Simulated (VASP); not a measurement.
Here is a VASP 6.6.1 calculation.

INCAR

```
PREC     = Accurate       # precision mode
ENCUT    = 520            # plane-wave cutoff, eV
EDIFF    = 1E-6           # SCF threshold, eV
ISMEAR   = 0              # smearing method
SIGMA    = 0.15           # smearing width, eV
LREAL    = False          # projectors in reciprocal space
LASPH    = True           # aspherical terms in the spheres
NELM     = 80             # most SCF steps
ALGO     = Normal         # electronic algorithm
ISIF     = 2              # what is computed and relaxed
LWAVE    = False          # write WAVECAR
LCHARG   = False          # write CHGCAR
GGA      = PE             # functional
NBANDS   = 10             # bands
```

File KPOINTS:

```
regular mesh
0
Gamma
  22 22 22
```

The input POSCAR:

```
Ir
1.0
    0.0000000000      1.9197000000      2.0204842500
    1.9197000000      0.0000000000      2.0204842500
    1.9197000000      1.9197000000      0.0000000000
Ir
1
Direct
    0.0000000000      0.0000000000      0.0000000000
```

Potentials or basis: VASP PAW PBE potentials, release 64 (Ir).

Launch:

```console
$ cat potpaw_PBE.64/Ir/POTCAR > POTCAR
$ mpirun -np 1 vasp_std > vasp.out
```

Q: Predict the pressure.

A: -7.6 GPa.

Stress tensor (GPa, compression positive):
```
 -2.00   0.00   0.00
  0.00  -2.00   0.00
  0.00   0.00 -18.83
```

Caveat: the cell differs from its parent crystal (strain +0.0525 x Voigt [0, 0, 1, 0, 0, 0]).
